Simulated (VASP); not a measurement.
# Ge (I4/mmm) in VASP: notebook, part 2 of 2

VASP 6.6.1. Earlier steps stand in the parts before.

### 5 Relaxation of cell and atoms, LDA

This run uses another cell than the first one, of 19.38 Å³/atom.

INCAR

```
SYSTEM = Ge
PREC = Accurate
ENCUT = 600
EDIFF = 1E-6
ISMEAR = -1
SIGMA = 0.05
LREAL = .False.
LASPH = .True.
NELM = 60
ALGO = Normal
ISIF = 3
LWAVE = .False.
LCHARG = .False.
IBRION = 2
NSW = 60
EDIFFG = -0.01
```

KPOINTS

```
Automatic mesh
0
Gamma
  12 12 12
  0 0 0
```

POSCAR

```
Ge
1.0
   -1.6084200000      1.6084200000      1.8731800000
    1.6084200000     -1.6084200000      1.8731800000
    1.6084200000      1.6084200000     -1.8731800000
Ge
1
Direct
    0.5000000000      0.5000000000      0.0000000000
```

Potentials or basis: VASP PAW LDA potentials, release 64 (Ge_d).

Started as:

```bash
$ cat potpaw_LDA.64/Ge_d/POTCAR > POTCAR
$ mpirun -np 1 vasp_std > vasp.out
```

OUTCAR:

```text
SYSTEM = Ge
   PREC = Accurate
   ENCUT = 600
   EDIFF = 1E-6
   ISMEAR = -1
   LREAL = .False.
   LASPH = .True.
   NELM = 60
   ISIF = 3
   IBRION = 2
   NSW = 60
   EDIFFG = -0.01

 ion  position               nearest neighbor table
   1  0.500  0.500  0.000-

  LATTYP: Found a body centered tetragonal cell.
 ALAT       =     3.2168400000
 C/A-ratio  =     1.1646087465

  Lattice vectors:

 A1 = (  -1.6084200000,   1.6084200000,   1.8731800000)
 A2 = (   1.6084200000,  -1.6084200000,   1.8731800000)
 A3 = (   1.6084200000,   1.6084200000,  -1.8731800000)

Analysis of symmetry for initial positions (statically):
=====================================================================
[... 363 lines left out ...]
  band No.  band energies     occupation
      1     -17.8822      2.00000
      2     -17.8822      2.00000
      3     -17.8575      2.00000
      4     -17.8186      2.00000
      5     -17.7732      2.00000
      6      -6.5547      2.00000
      7      16.0677      0.00000
      8      16.3907      0.00000
      9      16.3907      0.00000
     10      21.3984      0.00000
     11      21.3984      0.00000
[... 309 lines left out ...]
 k-point    24 :      -0.4167    0.1667   -0.0000
  band No.  band energies     occupation
      1     -17.8916      2.00000
      2     -17.8583      2.00000
      3     -17.8103      2.00000
      4     -17.7907      2.00000
      5     -17.7614      2.00000
      6      -2.8559      2.00000
      7       5.4553      2.00000
      8       9.9276      0.00000
      9      12.7622      0.00000
     10      17.9255      0.00000
     11      21.0171      0.00000

 [... further k-points ...]

------------------------ aborting loop because EDIFF is reached ----------------------------------------

  FORCE on cell =-STRESS in cart. coord.  units (eV):
  Direction    XX          YY          ZZ          XY          YZ          ZX
  --------------------------------------------------------------------------------------
  -------------------------------------------------------------------------------------
  Total        0.0005373      0.0005373     -0.0095275      0.0000000      0.0000000      0.0000000
  in kB        0.0474910      0.0474910     -0.8420524      0.0000000      0.0000000      0.0000000
  external PRESSURE =      -0.2490235 kB  Pullay stress =       0.0000000 kB
[... 16 lines left out ...]
  FREE ENERGIE OF THE ION-ELECTRON SYSTEM (eV)
  ---------------------------------------------------
  free  energy   TOTEN  =        -4.8813477271 eV

  energy  without entropy=       -4.8767302909  energy(sigma->0) =       -4.87903901

 reached required accuracy - stopping structural energy minimisation
```

OSZICAR:

```text
N       E                     dE             d eps       ncg     rms          rms(c)
DAV:   1     0.578888773283E+02    0.57889E+02   -0.83503E+03  3663   0.374E+03
DAV:   2    -0.246262683772E+00   -0.58135E+02   -0.55912E+02  3698   0.400E+02
DAV:   3    -0.480581773308E+01   -0.45596E+01   -0.45123E+01  3984   0.739E+01
[... 37 lines left out ...]
       N       E                     dE             d eps       ncg     rms          rms(c)
DAV:   1    -0.488138431440E+01   -0.36175E-04   -0.44700E-04  4303   0.537E-01    0.356E-02
DAV:   2    -0.488135705050E+01    0.27264E-04   -0.32508E-05  4129   0.149E-01    0.177E-02
DAV:   3    -0.488134833611E+01    0.87144E-05   -0.11963E-05  4078   0.792E-02    0.354E-03
DAV:   4    -0.488134772715E+01    0.60896E-06   -0.93209E-07  2072   0.256E-02
   6 F= -.48813477E+01 E0= -.48790390E+01  d E =-.259624E-04
```

Wall time 2 min (1 thread of Intel Xeon 8259CL, shared host); peak memory 0.17 GiB.

Results:

| Property | Result |
| --- | --- |
| Free energy | -4.8813 eV |
| Relaxed volume | 18.13 Å³/atom |
| Relaxed cell | a = 2.882 Å, b = 2.882 Å, c = 2.882 Å, α = 113.93°, β = 113.93°, γ = 100.87° |
| Space group after relaxing (to 0.1 Å) | I4/mmm (No. 139) |
| Energy gained by relaxing | 17.3 meV/atom |
| Ionic steps | 6 |
| Pressure after relaxing | 0.0 GPa |
| Band gap on the k mesh | zero (bands 7 and 8 overlap by 12.03 eV) |

Stress tensor (GPa, compression positive):
```
 0.00  0.00  0.00
 0.00  0.00  0.00
 0.00  0.00 -0.08
```

Step by step:
| step | energy change (eV) | largest force (eV/Å) | pressure (GPa) | volume (Å³) |
| --- | --- | --- | --- | --- |
| 1 | 0.0000 | 0.0000 | -4.46 | 19.38 |
| 2 | -0.0166 | 0.0000 | 0.73 | 17.91 |
| 3 | -0.0173 | 0.0000 | -0.17 | 18.13 |
| 4 | -0.0172 | 0.0000 | 0.17 | 18.09 |
| 5 | -0.0173 | 0.0000 | -0.09 | 18.14 |
| 6 | -0.0173 | 0.0000 | -0.02 | 18.13 |

Final structure:
```
CELL_PARAMETERS angstrom
-1.57121 1.57121 1.83578
1.57121 -1.57121 1.83578
1.57121 1.57121 -1.83578
ATOMIC_POSITIONS crystal
Ge 0.50000 0.50000 0.00000
```

Levels at points of the mesh, in eV from the Fermi level:
```tsv
k point	band 3	band 4	band 5	band 6	band 7	band 8	band 9	band 10	band 11
(0.00, 0.00, 0.00)	-24.92	-24.88	-24.84	-13.62	9.00	9.33	9.33	14.33	14.33
(0.50, 0.00, 0.00)	-24.88	-24.84	-24.80	-8.00	-5.79	5.31	7.63	10.81	11.03
(0.50, 0.50, 0.00)	-24.84	-24.83	-24.79	-6.82	-5.21	3.19	4.69	8.01	8.03
(0.50, 0.50, 0.50)	-24.82	-24.80	-24.80	-3.45	-2.73	0.68	0.68	4.53	5.31
```

### 6 The runs side by side

| task | level | potentials or basis | cell | cutoff (eV) | gap on the mesh (eV) | pressure (GPa) |
| --- | --- | --- | --- | --- | --- | --- |
| single point | revPBE | VASP PAW PBE potentials, release 64 (Ge_d) | a = 2.984 Å, angles 115.4, 115.4, 98.2°, 1 atom | 520 | none | -0.1 |
| single point | BLYP | VASP PAW PBE potentials, release 64 (Ge_d) | a = 3.069 Å, angles 114.5, 114.5, 99.8°, 1 atom | 520 | none | -0.1 |
| single point | r2SCAN | VASP PAW PBE potentials, release 64 (Ge_d) | a = 2.947 Å, angles 113.8, 113.8, 101.1°, 1 atom | 520 | none | -1.5 |
| relaxation of cell and atoms | LDA | VASP PAW LDA potentials, release 64 (Ge_d) | relaxed from a = 2.947 Å, angles 113.8, 113.8, 101.1°, 1 atom | 600 | none | 0.0 |

Alike in all rows: no spin polarisation; k mesh 12 × 12 × 12; smearing fermi-dirac 0.05 eV.

Caveats: the PAW data sets were made with another functional, which shifts forces and pressure a little (at least some runs).

Total energies depend on the potentials used, so only differences within one code and one set of settings carry meaning.
